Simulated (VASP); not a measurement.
# NbAl2C2 (P-6m2) in VASP: a series of runs

NbAl2C2 is run at these levels: PBE; tasks: single point, relaxation of cell and atoms.

Everything below comes from runs of VASP 6.6.1. Logs are shortened: lines on timing, memory, paths and dates and some standing lists are left out, and cuts for length are marked.

### Step 1. The cell of the first run

The structure is hexagonal, space group P-6m2 (No. 187). Conventional cell: a = 3.295 Å, b = 3.295 Å, c = 8.063 Å, α = 90.00°, β = 90.00°, γ = 120.00°. Al (site symmetry 3m) has 6 C at 2.65 Å and 3 Nb at 2.90 Å and 6 Al at 3.30 Å within 3.5 Å. Within 3.8 Å of Nb (site symmetry -6m2) lie 6 Al at 2.90 Å and 6 Nb at 3.30 Å. C (site symmetry -6m2) has 3 C at 1.90 Å within 2.5 Å. Within 2.5 Å of C (site symmetry -6m2) lie 3 C at 1.90 Å.

### Step 2. Single point, PBE

The input, INCAR:

```
PREC = Accurate
ENCUT = 520
EDIFF = 1E-7
ISMEAR = 0
SIGMA = 0.1
LREAL = False
LASPH = True
NELM = 60
ALGO = Normal
ISIF = 2
LWAVE = False
LCHARG = False
GGA = PE
NBANDS = 22
```

The input, KPOINTS:

```
regular mesh
0
Gamma
  6 6 2
```

The input, POSCAR:

```
NbAl2C2
1.0
    3.2952544000      0.0000000000      0.0000000000
   -1.6476272000      2.8537740200      0.0000000000
    0.0000000000      0.0000000000      8.0633918300
Al Nb C
2 1 2
Direct
    0.6666666700      0.3333333300      0.7286395900
    0.6666666700      0.3333333300      0.2713604100
    0.0000000000      0.0000000000      0.0000000000
    0.0000000000      0.0000000000      0.5000000000
    0.3333333300      0.6666666700      0.5000000000
```

Potentials or basis: VASP PAW PBE potentials, release 64 (Al, Nb_sv, C).

Launch:

```bash
$ cat potpaw_PBE.64/Al/POTCAR potpaw_PBE.64/Nb_sv/POTCAR potpaw_PBE.64/C/POTCAR > POTCAR
$ mpirun -np 1 vasp_std > vasp.out
```

OUTCAR:

```text
PREC = Accurate
   ENCUT = 520
   EDIFF = 1E-7
   ISMEAR = 0
   LREAL = False
   LASPH = True
   NELM = 60
   ISIF = 2
   GGA = PE

 ion  position               nearest neighbor table
   1  0.667  0.333  0.729-   5 2.65   4 2.65   5 2.65   4 2.65   4 2.65   5 2.65   3 2.90   3 2.90
                             3 2.90
   2  0.667  0.333  0.271-   5 2.65   4 2.65   5 2.65   4 2.65   4 2.65   5 2.65   3 2.90   3 2.90
                             3 2.90
   3  0.000  0.000  0.000-   1 2.90   2 2.90   1 2.90   2 2.90   1 2.90   2 2.90
   4  0.000  0.000  0.500-   5 1.90   5 1.90   5 1.90   1 2.65   2 2.65   2 2.65   1 2.65   2 2.65
                             1 2.65
   5  0.333  0.667  0.500-   4 1.90   4 1.90   4 1.90   1 2.65   2 2.65   1 2.65   2 2.65   1 2.65
                             2 2.65

  LATTYP: Found a hexagonal cell.
 ALAT       =     3.2952544000
 C/A-ratio  =     2.4469709622

  Lattice vectors:

 A1 = (   3.2952544000,   0.0000000000,   0.0000000000)
 A2 = (  -1.6476272000,   2.8537740200,   0.0000000000)
 A3 = (   0.0000000000,   0.0000000000,   8.0633918300)

Analysis of symmetry for initial positions (statically):
=====================================================================
 Subroutine PRICEL returns:
 Original cell was already a primitive cell.

 Routine SETGRP: Setting up the symmetry group for a
 hexagonal supercell.

 Subroutine GETGRP returns: Found 12 space group operations
 (whereof 12 operations were pure point group operations)
 out of a pool of 24 trial point group operations.

The static configuration has the point symmetry D_3h.

Analysis of symmetry for dynamics (positions and initial velocities):
=====================================================================
 Subroutine PRICEL returns:
 Original cell was already a primitive cell.

 Routine SETGRP: Setting up the symmetry group for a
 hexagonal supercell.

 Subroutine GETGRP returns: Found 12 space group operations
 (whereof 12 operations were pure point group operations)
 out of a pool of 24 trial point group operations.

The dynamic configuration has the point symmetry D_3h.

 Subroutine INISYM returns: Found 12 space group operations
 (whereof 12 operations are pure point group operations),
 and found     1 'primitive' translations

----------------------------------------------------------------------------------------

                                     Primitive cell

  volume of cell :      75.8274

  direct lattice vectors                    reciprocal lattice vectors
     3.295254400  0.000000000  0.000000000     0.303466707  0.175206585  0.000000000
    -1.647627200  2.853774020  0.000000000     0.000000000  0.350413170  0.000000000
     0.000000000  0.000000000  8.063391830     0.000000000  0.000000000  0.124017290

  length of vectors
     3.295254400  3.295254398  8.063391830     0.350413170  0.350413170  0.124017290

  position of ions in fractional coordinates (direct lattice)
     0.666666670  0.333333330  0.728639590
     0.666666670  0.333333330  0.271360410
     0.000000000  0.000000000  0.000000000
     0.000000000  0.000000000  0.500000000
     0.333333330  0.666666670  0.500000000

  ion indices of the primitive-cell ions
   primitive index   ion index
                 1           1
                 2           2
                 3           3
                 4           4
                 5           5

----------------------------------------------------------------------------------------

 KPOINTS: regular mesh

Automatic generation of k-mesh.
 Grid dimensions read from file:
 generate k-points for:    6    6    2

 Generating k-lattice:

  Cartesian coordinates                     Fractional coordinates (reciprocal lattice)
     0.050577784  0.029201097  0.000000000     0.166666667  0.000000000  0.000000000
     0.000000000  0.058402195  0.000000000     0.000000000  0.166666667  0.000000000
     0.000000000  0.000000000  0.062008645     0.000000000  0.000000000  0.500000000

  Length of vectors
     0.058402195  0.058402195  0.062008645

  Shift w.r.t. Gamma in fractional coordinates (k-lattice)
     0.000000000  0.000000000  0.000000000

 Subroutine IBZKPT returns following result:
 ===========================================

 Found     14 irreducible k-points:

 Following reciprocal coordinates:
            Coordinates               Weight
  0.000000  0.000000  0.000000      1.000000
  0.166667  0.000000  0.000000      6.000000
  0.333333  0.000000  0.000000      6.000000
  0.500000  0.000000  0.000000      3.000000
  0.166667  0.166667  0.000000      6.000000
  0.333333  0.166667  0.000000     12.000000
  0.333333  0.333333  0.000000      2.000000
  0.000000  0.000000  0.500000      1.000000
  0.166667  0.000000  0.500000      6.000000
  0.333333  0.000000  0.500000      6.000000
  0.500000  0.000000  0.500000      3.000000
  0.166667  0.166667  0.500000      6.000000
  0.333333  0.166667  0.500000     12.000000
[... 90 lines left out ...]
      2     -23.6894      2.00000
      3     -23.5259      2.00000
      4     -23.4591      2.00000
      5      -8.0585      2.00000
      6      -0.7150      2.00000
[... 14 lines left out ...]
     21      12.6544      0.00000
     22      13.9470      0.00000

 k-point     3 :       0.3333    0.0000    0.0000
  band No.  band energies     occupation
      1     -47.5953      2.00000
      2     -23.6975      2.00000
      3     -23.6625      2.00000
      4     -23.5003      2.00000
      5      -6.9060      2.00000
      6      -1.9889      2.00000
[... 14 lines left out ...]
     21      12.1674      0.00000
     22      12.5634      0.00000

 k-point     4 :       0.5000    0.0000    0.0000
  band No.  band energies     occupation
      1     -47.5862      2.00000
      2     -23.7816      2.00000
      3     -23.6490      2.00000
      4     -23.5208      2.00000
      5      -5.6226      2.00000
      6      -3.9252      2.00000
[... 14 lines left out ...]
     21      12.8564      0.00000
     22      13.3091      0.00000

 k-point     5 :       0.1667    0.1667    0.0000
  band No.  band energies     occupation
      1     -47.5998      2.00000
      2     -23.6692      2.00000
      3     -23.6386      2.00000
      4     -23.5068      2.00000
      5      -7.2792      2.00000
      6      -0.9639      2.00000
[... 14 lines left out ...]
     21      12.2219      0.00000
     22      12.5627      0.00000

 k-point     6 :       0.3333    0.1667    0.0000
  band No.  band energies     occupation
      1     -47.5862      2.00000
      2     -23.7382      2.00000
      3     -23.6490      2.00000
      4     -23.5658      2.00000
      5      -5.8506      2.00000
      6      -3.2395      2.00000
[... 14 lines left out ...]
     21      11.6799      0.00000
     22      12.2136      0.00000

 k-point     7 :       0.3333    0.3333    0.0000
  band No.  band energies     occupation
      1     -47.5817      2.00000
      2     -23.6827      2.00000
      3     -23.6752      2.00000
      4     -23.6423      2.00000
      5      -4.4887      2.00000
      6      -4.3758      2.00000
[... 74 lines left out ...]
      6      -1.9889      2.00000
[... 14 lines left out ...]
     21      12.5912      0.00000
     22      12.7419      0.00000

 k-point    11 :       0.5000    0.0000    0.5000
  band No.  band energies     occupation
      1     -47.5862      2.00000
      2     -23.7816      2.00000
      3     -23.6490      2.00000
      4     -23.5208      2.00000
      5      -5.6210      2.00000
      6      -3.9254      2.00000
[... 14 lines left out ...]
     21      12.1333      0.00000
     22      13.7251      0.00000

 k-point    12 :       0.1667    0.1667    0.5000
  band No.  band energies     occupation
      1     -47.5999      2.00000
      2     -23.6692      2.00000
      3     -23.6387      2.00000
      4     -23.5068      2.00000
      5      -7.2766      2.00000
      6      -0.9637      2.00000
[... 14 lines left out ...]
     21      12.7475      0.00000
     22      12.9094      0.00000

 k-point    13 :       0.3333    0.1667    0.5000
  band No.  band energies     occupation
      1     -47.5862      2.00000
      2     -23.7382      2.00000
      3     -23.6490      2.00000
      4     -23.5658      2.00000
      5      -5.8490      2.00000
      6      -3.2392      2.00000
[... 14 lines left out ...]
     21      12.0027      0.00000
     22      12.7210      0.00000

 k-point    14 :       0.3333    0.3333    0.5000
  band No.  band energies     occupation
      1     -47.5817      2.00000
      2     -23.6827      2.00000
      3     -23.6753      2.00000
      4     -23.6423      2.00000
      5      -4.4860      2.00000
      6      -4.3764      2.00000
[... 14 lines left out ...]
     21      11.0991      0.00000
     22      11.3480      0.00000

------------------------ aborting loop because EDIFF is reached ----------------------------------------

  FORCE on cell =-STRESS in cart. coord.  units (eV):
  Direction    XX          YY          ZZ          XY          YZ          ZX
  --------------------------------------------------------------------------------------
  -------------------------------------------------------------------------------------
  Total      -13.6157480    -13.6157480     -2.7529991      0.0000000     -0.0000000      0.0000000
  in kB     -287.6906807   -287.6906802    -58.1688334      0.0000000     -0.0000000      0.0000000
  external PRESSURE =    -211.1833981 kB  Pullay stress =       0.0000000 kB

 VOLUME and BASIS-vectors are now :
 -----------------------------------------------------------------------------
  energy-cutoff  :      520.00
  volume of cell :       75.83
      direct lattice vectors                 reciprocal lattice vectors
     3.295254400  0.000000000  0.000000000     0.303466707  0.175206585  0.000000000
    -1.647627200  2.853774020  0.000000000     0.000000000  0.350413170  0.000000000
     0.000000000  0.000000000  8.063391830     0.000000000  0.000000000  0.124017290

 POSITION                                       TOTAL-FORCE (eV/Angst)
 -----------------------------------------------------------------------------------
      1.64763      0.95126      5.87531        -0.000000     -0.000000      0.215365
      1.64763      0.95126      2.18809        -0.000000      0.000000     -0.215365
      0.00000      0.00000      0.00000        -0.000000     -0.000000      0.000000
      0.00000      0.00000      4.03170        -0.000000     -0.000000      0.000000
     -0.00000      1.90252      4.03170         0.000000     -0.000000      0.000000
 -----------------------------------------------------------------------------------
    total drift:                                0.000005     -0.000003     -0.000000

  FREE ENERGIE OF THE ION-ELECTRON SYSTEM (eV)
  ---------------------------------------------------
  free  energy   TOTEN  =       -29.3471109705 eV

  energy  without entropy=      -29.3295361277  energy(sigma->0) =      -29.33832355
```

It took 36 s on 1 thread of Intel Xeon Platinum 8259CL at 2.50GHz (Skylake/Cascade Lake), shared host; peak memory 0.2 GiB.

Results:

| Property | Result |
| --- | --- |
| Free energy | -29.3471 eV |
| Pressure | -21.1 GPa |
| Largest force | 0.215 eV/Å |

Forces in eV/Å, atoms in the order of the input:
```
Al   0.000  0.000  0.215
Al   0.000  0.000 -0.215
Nb   0.000  0.000  0.000
C    0.000  0.000  0.000
C    0.000  0.000  0.000
```

Stress tensor (GPa, compression positive):
```
-28.77   0.00   0.00
  0.00 -28.77   0.00
  0.00   0.00  -5.82
```

Caveat: the k points lie up to 0.39 Å⁻¹ apart.

### Step 3. Single point, PBE

This run uses another cell than the first one, of 15.50 Å³/atom, 1.022 times its volume.

The input, INCAR:

```
PREC     = Accurate       # precision mode
ENCUT    = 520            # plane-wave cutoff, eV
EDIFF    = 1E-7           # SCF threshold, eV
ISMEAR   = 0              # smearing method
SIGMA    = 0.1            # smearing width, eV
LREAL    = False          # projectors in reciprocal space
LASPH    = True           # aspherical terms in the spheres
NELM     = 80             # most SCF steps
ALGO     = Normal         # electronic algorithm
ISIF     = 2              # what is computed and relaxed
LWAVE    = False          # write WAVECAR
LCHARG   = True           # write CHGCAR
GGA      = PE             # functional
LELF     = True           # ELF
LVHAR    = True         
NBANDS   = 22             # bands
```

The input, KPOINTS:

```
Automatic mesh
0
Gamma
  6 6 2
```

The input, POSCAR:

```
NbAl2C2
1.0
    2.6376989899      0.0000000000      0.0000000000
   -1.3188494949      2.2843143328      0.0000000000
    0.0000000000      0.0000000000     12.8588214926
Al Nb C
2 1 2
Direct
    0.6666666667      0.3333333333      0.8026769178
    0.6666666667      0.3333333333      0.1973230822
    0.0000000000      0.0000000000      0.0000000000
    0.0000000000      0.0000000000      0.5000000000
    0.3333333333      0.6666666667      0.5000000000
```

Potentials or basis: VASP PAW PBE potentials, release 64 (Al, Nb_sv, C).

Launch:

```bash
$ cat potpaw_PBE.64/Al/POTCAR potpaw_PBE.64/Nb_sv/POTCAR potpaw_PBE.64/C/POTCAR > POTCAR
$ mpirun -np 1 vasp_std > vasp.out
```

Wall time 32 s (1 thread of Intel Xeon Platinum 8259CL at 2.50GHz (Skylake/Cascade Lake), shared host); peak memory 0.19 GiB.

It converged, with:

- Free energy: -34.5960 eV
- Pressure: 0.0 GPa

Forces in eV/Å, atoms in the order of the input:
```
Al   0.000  0.000  0.003
Al   0.000  0.000 -0.003
Nb   0.000  0.000  0.000
C    0.000  0.000  0.000
C    0.000  0.000  0.000
```

Stress tensor (GPa, compression positive):
```
-0.02  0.00  0.00
 0.00 -0.02  0.00
 0.00  0.00  0.09
```

Levels at points of the mesh, in eV from the Fermi level:
| k point | band 12 | band 13 | band 14 | band 15 | band 16 | band 17 |
| --- | --- | --- | --- | --- | --- | --- |
| (0.00, 0.00, 0.00) | -2.92 | -2.34 | 0.47 | 0.47 | 2.93 | 4.42 |
| (0.50, 0.00, 0.00) | -2.12 | -2.00 | -0.20 | 1.54 | 1.79 | 2.70 |
| (0.00, 0.00, 0.50) | -2.80 | -2.57 | 0.47 | 0.47 | 3.74 | 3.85 |
| (0.50, 0.00, 0.50) | -2.14 | -2.01 | -0.15 | 1.29 | 1.95 | 2.70 |

Caveat: the k points lie up to 0.46 Å⁻¹ apart.

### Step 4. Relaxation of cell and atoms, PBE

The input, INCAR:

```
SYSTEM = NbAl2C2
PREC = Accurate
ENCUT = 600
EDIFF = 1E-6
ISMEAR = 0
SIGMA = 0.1
LREAL = .False.
LASPH = .True.
NELM = 80
ALGO = Normal
ISIF = 3
LWAVE = .False.
LCHARG = .False.
GGA = PE
IBRION = 2
NSW = 90
EDIFFG = -0.04
```

The input, KPOINTS:

```
Automatic mesh
0
Gamma
  6 6 2
  0 0 0
```

The input, POSCAR:

```
NbAl2C2
1.0
    3.2952544000      0.0000000000      0.0000000000
   -1.6476272000      2.8537740200      0.0000000000
    0.0000000000      0.0000000000      8.0633918300
Al Nb C
2 1 2
Direct
    0.6666666700      0.3333333300      0.7286395900
    0.6666666700      0.3333333300      0.2713604100
    0.0000000000      0.0000000000      0.0000000000
    0.0000000000      0.0000000000      0.5000000000
    0.3333333300      0.6666666700      0.5000000000
```

Launch:

```bash
$ cat potpaw_PBE.64/Al/POTCAR potpaw_PBE.64/Nb_sv/POTCAR potpaw_PBE.64/C/POTCAR > POTCAR
$ mpirun -np 1 vasp_std > vasp.out
```

Wall time 8.3 min (1 thread of Intel Xeon Platinum 8259CL at 2.50GHz (Skylake/Cascade Lake), shared host); peak memory 0.24 GiB.

Results (log left out):

```yaml
Free_energy: -34.4699 eV
Relaxed_volume: 14.47 Å³/atom
Relaxed_cell: a = 2.639 Å, b = 2.639 Å, c = 11.988 Å, α = 90.00°, β = 90.00°, γ = 120.00°
Space_group_after_relaxing_to_0.05_Å: P-6m2 (No. 187)
Energy_gained_by_relaxing: 1024.5 meV/atom
Ionic_steps: 26
Pressure_after_relaxing: -0.4 GPa
Largest_force_after_relaxing: 0.038 eV/Å
```

Forces in eV/Å, atoms in the order of the input:
```
Al   0.000  0.000 -0.038
Al   0.000  0.000  0.038
Nb   0.000  0.000  0.000
C    0.000  0.000  0.000
C    0.000  0.000  0.000
```

The path:
| step | energy change (eV) | largest force (eV/Å) | pressure (GPa) | volume (Å³) |
| --- | --- | --- | --- | --- |
| 1 | 0.0000 | 0.2149 | -21.15 | 75.83 |
| 2 | -2.0787 | 0.1252 | 9.53 | 55.67 |
| 3 | -2.0862 | 0.2088 | 5.70 | 56.71 |
| 4 | -2.6227 | 1.5489 | 4.86 | 57.04 |
| 5 | -3.6533 | 1.0818 | 32.32 | 55.69 |
| 6 | -3.7999 | 1.4142 | 14.28 | 56.63 |
| 7 | -3.9020 | 1.6452 | 20.44 | 56.33 |
| 8 | -3.8602 | 1.3417 | 25.90 | 56.03 |
| 9 | -4.0434 | 1.0330 | 21.87 | 57.95 |
| 10 | -4.1508 | 0.8273 | 17.82 | 60.63 |
| 11 | -4.3680 | 0.8677 | 10.15 | 62.19 |
| 12 | -4.5030 | 0.9364 | 0.16 | 64.63 |
| 13 | -4.5038 | 0.9423 | -0.50 | 64.82 |
| 14 | -4.5210 | 0.9156 | -0.49 | 64.82 |
| 15 | -4.5698 | 0.8386 | -0.40 | 64.82 |
| 16 | -4.6551 | 0.6926 | -0.07 | 64.80 |
| 17 | -4.7865 | 0.5092 | 1.26 | 64.77 |
| 18 | -4.8072 | 0.4567 | 5.79 | 64.71 |
| 19 | -4.8540 | 0.1443 | 3.07 | 64.74 |
| 20 | -4.9194 | 0.1969 | 1.88 | 65.97 |
| 21 | -5.0707 | 0.1472 | -1.60 | 69.67 |
| 22 | -5.0343 | 0.0552 | -6.11 | 77.24 |
| 23 | -5.0988 | 0.0471 | -3.76 | 73.04 |
| 24 | -5.1129 | 0.0343 | 0.78 | 72.69 |
| 25 | -5.1201 | 0.0071 | -0.95 | 72.82 |
| 26 | -5.1224 | 0.0379 | -0.39 | 72.33 |

Final structure:
```
Al Nb C
1.0
     2.63948    0.00000    0.00000
    -1.31974    2.28586    0.00000
     0.00000    0.00000   11.98842
Al Nb C
2 1 2
Direct
  0.66667 0.33333 0.79044
  0.66667 0.33333 0.20956
  0.00000 0.00000 0.00000
  0.00000 0.00000 0.50000
  0.33333 0.66667 0.50000
```

Levels at points of the mesh, in eV from the Fermi level:
| k point | band 10 | band 11 | band 12 | band 13 | band 14 | band 15 | band 16 | band 17 |
| --- | --- | --- | --- | --- | --- | --- | --- | --- |
| (0.00, 0.00, 0.00) | -3.15 | -3.15 | -2.79 | -1.94 | 0.57 | 0.57 | 3.45 | 4.50 |
| (0.50, 0.00, 0.00) | -3.18 | -2.87 | -2.06 | -2.00 | -0.23 | 1.56 | 1.91 | 2.92 |
| (0.00, 0.00, 0.50) | -3.15 | -3.15 | -2.51 | -2.43 | 0.57 | 0.57 | 4.50 | 4.54 |
| (0.50, 0.00, 0.50) | -3.26 | -2.68 | -2.18 | -2.03 | -0.03 | 1.01 | 2.20 | 3.33 |

Caveat: the k points lie up to 0.46 Å⁻¹ apart in the final cell.

### Step 5. The runs side by side

| task | cell | cutoff (eV) | gap on the mesh (eV) | pressure (GPa) | largest force (eV/Å) |
| --- | --- | --- | --- | --- | --- |
| single point | a = 3.295, b = 3.295, c = 8.063 Å, angles 90.0, 90.0, 120.0°, 5 atoms | 520 | none | -21.1 | 0.22 |
| single point | a = 2.638, b = 2.638, c = 12.859 Å, angles 90.0, 90.0, 120.0°, 5 atoms | 520 | none | 0.0 | - |
| relaxation of cell and atoms | relaxed from a = 3.295, b = 3.295, c = 8.063 Å, angles 90.0, 90.0, 120.0°, 5 atoms | 600 | none | -0.4 | 0.04 |

Alike in all rows: level PBE; potentials or basis VASP PAW PBE potentials, release 64 (Al, Nb_sv, C); no spin polarisation; k mesh 6 × 6 × 2; smearing gaussian 0.1 eV.

Caveats: all runs use coarse meshes.

Total energies depend on the potentials used, so only differences within one code and one set of settings carry meaning.
